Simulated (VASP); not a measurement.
Set up this calculation in VASP 6.6.1, as the native input.

| Item | Value |
| --- | --- |
| Task | relaxation of cell and atoms |
| Functional | LDA |
| Potentials or basis | VASP PAW LDA potentials, release 64 (Mg) |
| Cutoff | 600 eV |
| k mesh | 9 × 9 × 9 |
| Occupations | fermi-dirac, width 0.05 eV |
| Spin | no spin polarisation |
| Dipole correction | no |
| Further INCAR settings | ALGO = Normal; EDIFF = 1e-07; IBRION = 2; EDIFFG = -0.02; NSW = 80; ISIF = 3 |

The structure of Mg lies in POSCAR:

```
Mg
1.0
    0.0000000000      2.2650000000      2.2650000000
    2.2650000000      0.0000000000      2.2650000000
    2.2650000000      2.2650000000      0.0000000000
Mg
1
Direct
    0.0000000000      0.0000000000      0.0000000000
```

This isn't the form of Mg at room conditions, which is hcp.

These files were run (other wordings do the same):

INCAR

```
PREC     = Accurate       # precision mode
ENCUT    = 600            # plane-wave cutoff, eV
EDIFF    = 1E-7           # SCF threshold, eV
ISMEAR   = -1             # smearing method
SIGMA    = 0.05           # smearing width, eV
LREAL    = False          # projectors in reciprocal space
LASPH    = True           # aspherical terms in the spheres
NELM     = 120            # most SCF steps
ALGO     = Normal         # electronic algorithm
ISIF     = 3              # what is computed and relaxed
LWAVE    = False          # write WAVECAR
LCHARG   = False          # write CHGCAR
IBRION   = 2              # ionic algorithm
NSW      = 80             # ionic steps
EDIFFG   = -0.02          # ionic threshold
GGA_COMPAT= False        
NELMIN   = 4
```

KPOINTS

```
regular mesh
0
Gamma
  9 9 9
```

Potentials or basis: VASP PAW LDA potentials, release 64 (Mg).

The run is started by

```bash
$ cat potpaw_LDA.64/Mg/POTCAR > POTCAR
$ mpirun -np 1 vasp_std > vasp.out
```

It gave:

```yaml
Relaxed_volume: 21.60 Å³/atom
Relaxed_cell: a = 3.126 Å, b = 3.126 Å, c = 3.126 Å, α = 60.00°, β = 60.00°, γ = 60.00°
Space_group_after_relaxing_to_0.1_Å: Fm-3m (No. 225)
Energy_gained_by_relaxing: 14.1 meV/atom
Ionic_steps: 3
Pressure_after_relaxing: 0.0 GPa
Band_gap_on_the_k_mesh: zero (bands 1 and 2 overlap by 1.45 eV)
```

Wall time 15 s on 1 thread of AMD EPYC 7R43 64-Core Processor (Zen 3) (shared host), peak memory 0.11 GiB.
